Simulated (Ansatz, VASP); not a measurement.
## LiGa3 in VASP and in Ansatz

File INCAR:

```
SYSTEM = LiGa3
ALGO = Normal ; EDIFF = 1E-6
EDIFFG = -0.005 ; ENCUT = 600
GGA = CA ; IBRION = 2
ISIF = 3 ; ISMEAR = 0
LASPH = .TRUE. ; LCHARG = .FALSE.
LREAL = .FALSE. ; LWAVE = .FALSE.
NELM = 100 ; NSW = 100
PREC = Accurate ; SIGMA = 0.1
```

The input KPOINTS:

```
k-points
0
G
  10 10 10
  0 0 0
```

File POSCAR:

```
LiGa3
1.0
    3.9365047715      0.0000000000      0.0000000000
    0.0000000000      3.9365047715      0.0000000000
    0.0000000000      0.0000000000      3.9365047715
Li Ga
1 3
Direct
    0.0000000000      0.0000000000      0.0000000000
    0.5000000000      0.0000000000      0.5000000000
    0.0000000000      0.5000000000      0.5000000000
    0.5000000000      0.5000000000      0.0000000000
```

Input for Ansatz:

```yaml
crystal:
  lattice:
    - [3.9365047715, 0.0, 0.0]
    - [0.0, 3.9365047715, 0.0]
    - [0.0, 0.0, 3.9365047715]
  atoms:
    - { symbol: Li, position: [0.0, 0.0, 0.0] }
    - { symbol: Ga, position: [0.5, 0.0, 0.5] }
    - { symbol: Ga, position: [0.0, 0.5, 0.5] }
    - { symbol: Ga, position: [0.5, 0.5, 0.0] }
basis:
  ecutwfc: 420
kpoints:
  mp_grid: { grid: [10, 10, 10] }
hamiltonian:
  xc: lda
scf:
  occupations: { method: gaussian, width: 0.1 }
output:
  forces: true
  stress: true
  eigenvalues: true
relax:
  adjacent_minimum: "off"
  f_tol: 0.005
  max_steps: 80
  cell: { stress_tol: 0.05 }
```

Alike in both runs: task relaxation of cell and atoms; functional LDA; k mesh 10 × 10 × 10; occupations gaussian, width 0.1 eV; no spin polarisation.

|  | VASP | Ansatz |
| --- | --- | --- |
| version | VASP 6.6.1 | Ansatz 0.2.0 |
| potentials or method | VASP PAW LDA potentials, release 64 (Li_sv, Ga_d), cutoff 600 eV | scalar-relativistic, plane waves, PAW |
| valence electrons in the cell | 42 | 42 |

|  | VASP | Ansatz | Ansatz less VASP |
| --- | --- | --- | --- |
| gap on the k mesh at the Fermi level, each at its own relaxed structure (eV) | none | none | - |
| relaxed volume (Å³/atom) | 15.25 | 15.25 | 0.000 |
| relaxed cell length with the largest relative difference (Å) | 3.937 | 3.937 | 0.0000 |

LDA's correlation is that of Perdew and Zunger in VASP and of Perdew and Wang (1992) in Ansatz. A gap of «none» marks a metal or a gap that the smearing closes.

Noted on VASP's run: the cutoff is short for stress, so the pressure is rough; the relaxation stopped at its first step, so nothing moved.
